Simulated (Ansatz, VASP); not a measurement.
# Two plane-wave programs on Be

```
CELL_PARAMETERS angstrom
2.13964 0.00000 0.00000
-1.06982 1.85298 0.00000
0.00000 0.00000 2.49534
ATOMIC_POSITIONS crystal
Be 0.00000 0.00000 0.00000
```

Alike in both runs: task relaxation of cell and atoms; functional PBE; k mesh 30 × 30 × 22; occupations gaussian, width 0.1 eV; no spin polarisation.

|  | VASP | Ansatz |
| --- | --- | --- |
| version | VASP 6.6.1 | Ansatz 0.2.0 |
| potentials or method | VASP PAW PBE potentials, release 64 (Be), cutoff 600 eV | scalar-relativistic, plane waves, PAW |
| valence electrons in the cell | 2 | 2 |

```csv
,VASP,Ansatz,Ansatz less VASP
"gap on the k mesh at the Fermi level, each at its own relaxed structure (eV)",none,none,-
relaxed volume (Å³/atom),9.78,9.78,-0.006
relaxed length of the cell vector where the two differ most in proportion (Å),2.145,2.144,-0.0005
```

A gap of «none» marks a metal or a gap that the smearing closes.
